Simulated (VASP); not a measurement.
Input of a VASP 6.6.1 run:

INCAR

```
PREC = Accurate ; ENCUT = 500
EDIFF = 1E-6 ; ISMEAR = 0
SIGMA = 0.01 ; LREAL = F
LASPH = T ; NELM = 120
ALGO = Normal ; ISIF = 2
LWAVE = F ; LCHARG = F
GGA = PE ; NBANDS = 16
GGA_COMPAT = F
```

KPOINTS

```
regular mesh
0
Gamma
  4 4 4
```

File POSCAR:

```
CdSe
1.0
    0.0000000000      3.0984146614      3.0984146614
    3.0984146614      0.0000000000      3.0984146614
    3.0984146614      3.0984146614      0.0000000000
Cd Se
1 1
Direct
    0.0000000000      0.0000000000      0.0000000000
    0.7500000000      0.7500000000      0.7500000000
```

Potentials or basis: VASP PAW PBE potentials, release 64 (Cd, Se).

Launch:

```sh
$ cat potpaw_PBE.64/Cd/POTCAR potpaw_PBE.64/Se/POTCAR > POTCAR
$ mpirun -np 1 vasp_std > vasp.out
```

Problem. What does it give for the band gap on the k mesh?

Solution. 0.48 eV, direct.

Problem. Predict the pressure.

Solution. 0.4 GPa.

Caveat: the k points lie up to 0.44 Å⁻¹ apart.
